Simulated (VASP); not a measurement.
Input of a VASP 6.6.1 run:

File INCAR:

```
SYSTEM = CuI
ALGO = Normal ; EDIFF = 1E-8
ENCUT = 520 ; IBRION = 8
ISIF = 2 ; ISMEAR = 0
LASPH = .TRUE. ; LCHARG = .TRUE.
LREAL = .FALSE. ; LWAVE = .FALSE.
NBANDS = 16 ; NELM = 60
NSW = 1 ; PREC = Accurate
SIGMA = 0.01
```

Contents of KPOINTS:

```
k-points
0
G
  6 6 6
  0 0 0
```

POSCAR

```
CuI
1.0
    2.9694282448      2.9694282448      0.0000000000
   -2.9694282448      2.9694282448      0.0000000000
    0.0000000000      2.9694282448      2.9694282448
Cu I
1 1
Direct
    0.7500000000      0.2500000000      0.5000000000
    0.0000000000      0.0000000000      0.0000000000
```

Potentials or basis: VASP PAW LDA potentials, release 64 (Cu, I).

Run with:

```bash
$ cat potpaw_LDA.64/Cu/POTCAR potpaw_LDA.64/I/POTCAR > POTCAR
$ mpirun -np 1 vasp_std > vasp.out
```

Question: Predict the highest phonon frequency at Γ, LO-TO splitting left out.

Answer: 140 cm⁻¹.

Phonon frequencies in cm⁻¹ (negative: imaginary):
| q point | frequencies |
| --- | --- |
| (0.000, 0.000, 0.000) | 0 0 0 140 140 140 |

Caveat: the cell wasn't relaxed at this level first, which shifts response properties.
